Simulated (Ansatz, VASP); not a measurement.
One calculation of Hf3Be, two programs

File INCAR:

```
PREC     = Accurate       # precision mode
ENCUT    = 600            # plane-wave cutoff, eV
EDIFF    = 1E-7           # SCF threshold, eV
ISMEAR   = 0              # smearing method
SIGMA    = 0.1            # smearing width, eV
LREAL    = False          # projectors in reciprocal space
LASPH    = True           # aspherical terms in the spheres
NELM     = 100            # most SCF steps
ALGO     = Fast           # electronic algorithm
ISIF     = 3              # what is computed and relaxed
LWAVE    = False          # write WAVECAR
LCHARG   = False          # write CHGCAR
GGA      = PE             # functional
IBRION   = 2              # ionic algorithm
NSW      = 90             # ionic steps
EDIFFG   = -0.04          # ionic threshold
```

Contents of KPOINTS:

```
Automatic mesh
0
Gamma
  3 3 4
```

Contents of POSCAR:

```
Hf3Be
1.0
    6.0463490252      0.0000000000      0.0000000000
   -3.0231745126      5.2362918559      0.0000000000
    0.0000000000      0.0000000000      4.8531279979
Hf Be
6 2
Direct
    0.8330000000      0.6660000000      0.2500000000
    0.1670000000      0.8330000000      0.7500000000
    0.3340000000      0.1670000000      0.2500000000
    0.1670000000      0.3340000000      0.7500000000
    0.8330000000      0.1670000000      0.2500000000
    0.6660000000      0.8330000000      0.7500000000
    0.3333333333      0.6666666667      0.2500000000
    0.6666666667      0.3333333333      0.7500000000
```

Input for Ansatz:

```yaml
crystal:
  lattice:
    - [6.0463490252, 0.0, 0.0]
    - [-3.0231745126, 5.2362918559, 0.0]
    - [0.0, 0.0, 4.8531279979]
  atoms:
    - { symbol: Hf, position: [0.833, 0.666, 0.25] }
    - { symbol: Hf, position: [0.167, 0.833, 0.75] }
    - { symbol: Hf, position: [0.334, 0.167, 0.25] }
    - { symbol: Hf, position: [0.167, 0.334, 0.75] }
    - { symbol: Hf, position: [0.833, 0.167, 0.25] }
    - { symbol: Hf, position: [0.666, 0.833, 0.75] }
    - { symbol: Be, position: [0.3333333333, 0.6666666667, 0.25] }
    - { symbol: Be, position: [0.6666666667, 0.3333333333, 0.75] }
basis:
  ecutwfc: 420
kpoints:
  mp_grid: { grid: [3, 3, 4] }
hamiltonian:
  xc: pbe
scf:
  occupations: { method: gaussian, width: 0.1 }
  lower_state_search: "off"
output:
  forces: true
  stress: true
  eigenvalues: true
relax:
  adjacent_minimum: "off"
  f_tol: 0.04
  max_steps: 70
  cell: { stress_tol: 0.4 }
```

Alike in both runs: task relaxation of cell and atoms; functional PBE; k mesh 3 × 3 × 4; occupations gaussian, width 0.1 eV; no spin polarisation.

```csv
,VASP,Ansatz
version,VASP 6.6.1,Ansatz 0.2.0
potentials or method,"VASP PAW PBE potentials, release 64 (Hf_pv, Be), cutoff 600 eV","scalar-relativistic, plane waves, PAW"
valence electrons in the cell,64,160
```

|  | VASP | Ansatz | Ansatz less VASP |
| --- | --- | --- | --- |
| gap on the k mesh at the Fermi level, each at its own relaxed structure (eV) | none | none | - |
| relaxed volume (Å³/atom) | 18.93 | 18.98 | +0.060 |
| relaxed cell length with the largest relative difference (Å) | 4.821 | 4.836 | +0.0144 |

A gap of «none» marks a metal or a gap that the smearing closes. VASP's potentials hold 64 valence electrons a cell and Ansatz's 160, so a difference there can come from the potentials and not from the codes.

The k mesh is coarse, so the values compare programs but aren't converged. Neither program's run includes spin-orbit coupling.
